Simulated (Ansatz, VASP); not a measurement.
## One calculation of Hg, two programs

INCAR

```
PREC = Accurate
ENCUT = 520
EDIFF = 1E-6
ISMEAR = -1
SIGMA = 0.08
LREAL = False
LASPH = True
NELM = 60
ALGO = Normal
ISIF = 2
LWAVE = False
LCHARG = False
GGA = PE
NBANDS = 12
```

File KPOINTS:

```
Automatic mesh
0
Gamma
  12 12 12
```

The input POSCAR:

```
Hg
1.0
    2.4609561562      0.0000000000      0.0000000000
    0.0000000000      2.4609561562      0.0000000000
    0.0000000000      0.0000000000      2.4609561562
Hg
1
Direct
    0.0000000000      0.0000000000      0.0000000000
```

Input for Ansatz:

```yaml
crystal:
  lattice:
    - [2.4609561562, 0.0, 0.0]
    - [0.0, 2.4609561562, 0.0]
    - [0.0, 0.0, 2.4609561562]
  atoms:
    - { symbol: Hg, position: [0.0, 0.0, 0.0] }
kpoints:
  mp_grid: { grid: [12, 12, 12] }
scf:
  occupations: { method: fermi_dirac, width: 0.08 }
hamiltonian:
  xc: pbe
  pseudopotentials: { kind: all_electron, datasets: crystal }
output:
  forces: true
  stress: true
  eigenvalues: true
```

Change from the starting cell: volume scaled by 0.5, crystal datasets.

Alike in both runs: task single point; functional PBE; k mesh 12 × 12 × 12; occupations fermi-dirac, width 0.08 eV; no spin polarisation.

|  | VASP | Ansatz |
| --- | --- | --- |
| version | VASP 6.6.1 | Ansatz 0.2.0 |
| potentials or method | VASP PAW PBE potentials, release 64 (Hg), cutoff 520 eV | all-electron PAW with datasets made for the crystal, scalar-relativistic |

```csv
,VASP,Ansatz,Ansatz less VASP
pressure (GPa),141.3,134.6,-6.67
```

Both programs put the cell under a high pressure, so it lies far from rest at this level. Ansatz ran all-electron here, and VASP with PAW potentials.

Spin-orbit coupling is off throughout. Noted on VASP's run: the cell as given lies far from equilibrium.
